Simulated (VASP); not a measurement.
Wanted: the native input for a VASP 6.6.1 run.

* Task: single point
* Functional: LDA
* Potentials or basis: VASP PAW LDA potentials, release 64 (Li_sv, Se)
* Cutoff: 750 eV
* k mesh: 9 × 9 × 9
* Occupations: fermi-dirac, width 0.03 eV
* Spin: no spin polarisation
* Dipole correction: no
* Further INCAR settings: ALGO = Normal; EDIFF = 1e-06; NBANDS = 13

The structure of Li2Se lies in POSCAR:

```
Li2Se
1.0
    0.0000000000      2.9823483861      2.9823483861
    2.9823483861      0.0000000000      2.9823483861
    2.9823483861      2.9823483861      0.0000000000
Li Se
2 1
Direct
    0.2500000000      0.2500000000      0.2500000000
    0.7500000000      0.7500000000      0.7500000000
    0.0000000000      0.0000000000      0.0000000000
```

This cell differs from its parent crystal: volume scaled by 0.98.

One way to write it, as run:

INCAR

```
SYSTEM = Li2Se
PREC = Accurate ; ENCUT = 750
EDIFF = 1E-6 ; ISMEAR = -1
SIGMA = 0.03 ; LREAL = .FALSE.
LASPH = .TRUE. ; NELM = 120
ALGO = Normal ; ISIF = 2
LWAVE = .FALSE. ; LCHARG = .FALSE.
GGA = CA ; NBANDS = 13
GGA_COMPAT = .FALSE.
```

KPOINTS

```
Automatic mesh
0
G
  9 9 9
  0 0 0
```

Potentials or basis: VASP PAW LDA potentials, release 64 (Li_sv, Se).

The run is started by

```bash
$ cat potpaw_LDA.64/Li_sv/POTCAR potpaw_LDA.64/Se/POTCAR > POTCAR
$ mpirun -np 1 vasp_std > vasp.out
```

Results of the run:

```json
{
 "Pressure": "-2.0 GPa",
 "Band gap on the k mesh": "2.88 eV, indirect (least direct gap 3.29 eV)"
}
```

Run time: 21 s on 1 thread of Intel(R) Xeon(R) 6975P-C (Granite Rapids) (shared host), peak memory 0.2 GiB.
